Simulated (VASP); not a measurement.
The system is ZnHgO2.

```
Zn Hg O
1.0
     4.00922    0.00000    0.00000
     0.00000    4.00922    0.00000
     0.00000    0.00000    3.30459
Zn Hg O
1 1 2
Cartesian
  0.0000 0.0000 0.0000
  2.0046 2.0046 1.6523
  2.0046 0.0000 0.0000
  0.0000 2.0046 0.0000
```

Base run:

| Quantity | Value |
| --- | --- |
| Program | VASP 6.6.1 |
| Functional | PBE |
| Potentials or basis | VASP PAW PBE potentials, release 64 (Zn, Hg_sv_GW, O) |
| Cutoff | 600 eV |
| k mesh | 5 × 5 × 6 |
| Occupations | fermi-dirac, width 0.05 eV |
| Spin | no spin polarisation |

Its results: band gap on the k mesh zero (band 22 reaches 3.67 eV, above the bottom of band 23 at 2.32 eV); pressure 0.4 GPa.

The run is repeated on the same cell with these changes: potentials or basis from VASP PAW PBE potentials, release 64 (Zn, Hg_sv_GW, O) to VASP PAW PBE potentials, release 64 (Zn, Hg, O); cutoff from 600 eV to 520 eV; further incar settings from ALGO = Normal; EDIFF = 1e-06; NBANDS = 30 to ALGO = Normal; EDIFF = 1e-06; NBANDS = 26; valence electrons from 44 to 36. What comes out?

Band gap on the k mesh zero (band 18 reaches 2.23 eV, above the bottom of band 19 at 0.89 eV); pressure 0.9 GPa.

Caveats: spin-orbit coupling is left out, which moves the levels of the heavy elements.
